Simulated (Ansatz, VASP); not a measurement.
## One calculation of Cd5HgTe6, two programs

```
CELL_PARAMETERS angstrom
4.37152 0.00000 0.00000
0.00000 4.37152 0.00000
0.00000 0.00000 18.54680
ATOMIC_POSITIONS crystal
Cd 0.00000 0.00000 0.83333
Cd 0.00000 0.00000 0.16667
Cd 0.50000 0.50000 0.33333
Cd 0.00000 0.00000 0.50000
Cd 0.50000 0.50000 0.66667
Hg 0.50000 0.50000 0.00000
Te 0.00000 0.00000 0.00000
Te 0.50000 0.50000 0.16667
Te 0.00000 0.00000 0.33333
Te 0.50000 0.50000 0.50000
Te 0.00000 0.00000 0.66667
Te 0.50000 0.50000 0.83333
```

Alike in both runs: task single point; functional PBE; k mesh 4 × 4 × 1; occupations gaussian, width 0.1 eV; no spin polarisation.

|  | VASP | Ansatz |
| --- | --- | --- |
| version | VASP 6.6.1 | Ansatz 0.2.0 |
| potentials or method | VASP PAW PBE potentials, release 64 (Cd, Hg, Te), cutoff 520 eV | scalar-relativistic, plane waves, PAW |
| valence electrons in the cell | 108 | 216 |

VASP gave:

```
gap on the k mesh at the Fermi level (eV) : none
pressure (GPa)                            : -0.8
rms of the force components (eV/Å)        : 0.036
```

**Question.** Estimate Ansatz's values.

**Answer.** gap on the k mesh at the Fermi level (eV): none; pressure (GPa): -0.9; rms of the force components (eV/Å): 0.036.

Atom by atom the forces differ by 0.000 eV/Å (rms over components). A gap of «none» marks a metal or a gap that the smearing closes. With one functional, cell and mesh, what is left measures potentials, basis and numerics. VASP's potentials hold 108 valence electrons a cell and Ansatz's 216, so a difference there can come from the potentials and not from the codes.

Neither program's run includes spin-orbit coupling.
